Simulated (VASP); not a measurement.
# Fe: relaxation of cell and atoms with RPBE

The system is Fe.

```xyz
1
Lattice="-1.4332 1.4332 1.4332 1.4332 -1.4332 1.4332 1.4332 1.4332 -1.4332" Properties=species:S:1:pos:R:3 pbc="T T T"
Fe    0.0000    0.0000    0.0000
```

* Program: VASP 6.6.1
* Task: relaxation of cell and atoms
* Functional: RPBE
* Potentials or basis: VASP PAW PBE potentials, release 64 (Fe)
* Cutoff: 600 eV
* k mesh: 15 × 15 × 15
* Occupations: fermi-dirac, width 0.1 eV
* Spin: no spin polarisation
* Dipole correction: no
* Further INCAR settings: ALGO = Normal; EDIFF = 1e-07; IBRION = 2; EDIFFG = -0.01; NSW = 80; ISIF = 3

```
Relaxed volume                        : 10.75 Å³/atom
Relaxed cell                          : a = 2.408 Å, b = 2.408 Å, c = 2.408 Å, α = 109.47°, β = 109.47°, γ = 109.47°
Space group after relaxing (to 0.1 Å) : Im-3m (No. 229)
Energy gained by relaxing             : 63.2 meV/atom
Ionic steps                           : 4
Pressure after relaxing               : 0.0 GPa
Band gap on the k mesh                : zero (bands 4 and 5 overlap by 1.81 eV)
```

The path:
```tsv
step	energy change (eV)	largest force (eV/Å)	pressure (GPa)	volume (Å³)
1	0.0000	0.0000	-17.95	11.78
2	0.0371	0.0000	33.02	9.67
3	-0.0632	0.0000	-0.47	10.77
4	-0.0632	0.0000	-0.03	10.75
```

Final structure:
```xyz
1
Lattice="-1.3902 1.3902 1.3902 1.3902 -1.3902 1.3902 1.3902 1.3902 -1.3902" Properties=species:S:1:pos:R:3 pbc="T T T"
Fe    2.7804    0.0000    0.0000
```

Levels at points of the mesh, in eV from the Fermi level:
| k point | band 2 | band 3 | band 4 | band 5 | band 6 | band 7 |
| --- | --- | --- | --- | --- | --- | --- |
| (0.00, 0.00, 0.00) | -1.72 | -1.72 | -1.72 | -0.04 | -0.04 | 25.36 |

Run time: 23 s on 1 thread of Intel(R) Xeon(R) Platinum 8488C (Sapphire Rapids), on a shared host, peak memory 0.13 GiB.

Caveat: the PAW data sets were made with another functional, which shifts forces and pressure a little; the run has no spin polarisation, though such a crystal can be magnetic. Spin polarisation is off, so any magnetic state and its effect on volume and gap are missing.
